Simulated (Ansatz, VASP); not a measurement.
**Bi2Se3: VASP beside Ansatz**

```
Bi Se
1.0
     2.43385   -3.66169    0.00000
     2.43385    3.66169    0.00000
     0.00000    0.00000    8.25740
Bi Se
2 3
Cartesian
  2.4339 2.0374 0.0000
  2.4339 -2.0374 0.0000
  1.2169 1.8308 4.1287
  1.2169 -1.8308 4.1287
  2.4339 0.0000 4.1287
```

Alike in both runs: task relaxation of cell and atoms; functional PBE; k mesh 4 × 4 × 2; occupations gaussian, width 0.1 eV; no spin polarisation.

```csv
,VASP,Ansatz
version,VASP 6.6.1,Ansatz 0.2.0
potentials or method,"VASP PAW PBE potentials, release 64 (Bi_d, Se), cutoff 600 eV","scalar-relativistic, plane waves, PAW"
valence electrons in the cell,48,78
```

Ansatz gave:

| Quantity | Value |
| --- | --- |
| gap on the k mesh at the Fermi level, each at its own relaxed structure (eV) | none |
| relaxed volume (Å³/atom) | 31.43 |
| relaxed cell length with the largest relative difference (Å) | 5.443 |

Q: Estimate VASP's values.

A: gap on the k mesh at the Fermi level, each at its own relaxed structure (eV): none; relaxed volume (Å³/atom): 31.41; relaxed cell length with the largest relative difference (Å): 5.438.

A gap of «none» marks a metal or a gap that the smearing closes. VASP's potentials hold 48 valence electrons a cell and Ansatz's 78, so a difference there can come from the potentials and not from the codes.

The k mesh is coarse, so the values compare programs but aren't converged. Neither program's run includes spin-orbit coupling.
